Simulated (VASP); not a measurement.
Set up this calculation in VASP 6.6.1, as the native input.

```yaml
Task: single point
Functional: PBE
Potentials_or_basis: VASP PAW PBE potentials, release 64 (Ge_d, Sb, Te)
Cutoff: 520 eV
k_mesh: 9 × 9 × 2
Occupations: gaussian, width 0.03 eV
Spin: no spin polarisation
Dipole_correction: no
Further_INCAR_settings: ALGO = Normal; EDIFF = 1e-06; NBANDS = 39
```

The structure of GeSb4Te4 lies in POSCAR:

```
GeSb4Te4
1.0
   -4.3299846501      0.0000000000      0.0000000000
   -2.1649923251     -3.7498767050      0.0000000000
   -1.2989953950      0.0000000000     17.6486093019
Ge Sb Te
1 4 4
Direct
   -0.1857150000      0.0000000000      0.6190500000
    0.2843885736      0.3333333333      0.1631491990
    0.6441814264      0.6666666667      0.0749508010
    0.5437211614      0.6666666667      0.4098183509
    0.0848488386      0.3333333333      0.8282816491
    0.1762627897      0.3333333333      0.5235684789
    0.4523072103      0.6666666667      0.7145315211
    0.9060949859      1.0000000000      0.3130167137
   -0.2775249859      0.0000000000      0.9250832863
```

This cell differs from its parent crystal: the part above a cut slid along it.

These files were run (other wordings do the same):

INCAR

```
ALGO = Normal
EDIFF = 1E-6
ENCUT = 520
GGA = PE
ISIF = 2
ISMEAR = 0
LASPH = T
LCHARG = F
LREAL = F
LWAVE = F
NBANDS = 39
NELM = 100
PREC = Accurate
SIGMA = 0.03
```

KPOINTS

```
k-points
0
Gamma
  9 9 2
```

Potentials or basis: VASP PAW PBE potentials, release 64 (Ge_d, Sb, Te).

Launch:

```console
$ cat potpaw_PBE.64/Ge_d/POTCAR potpaw_PBE.64/Sb/POTCAR potpaw_PBE.64/Te/POTCAR > POTCAR
$ mpirun -np 1 vasp_std > vasp.out
```

Results of the run:

- Pressure: 0.6 GPa
- Largest force: 0.610 eV/Å
- Band gap on the k mesh: 0.10 eV (least direct gap 0.13 eV)

Caveat: the cell differs from its parent crystal (the part above a cut slid along it); semilocal functionals underestimate gaps, and a narrow one can read as zero; spin-orbit coupling is left out, which moves the levels of the heavy elements.

It took 25 min on 1 thread of Oxide Virtual Turin-like Processor (shared host), peak memory 0.89 GiB.
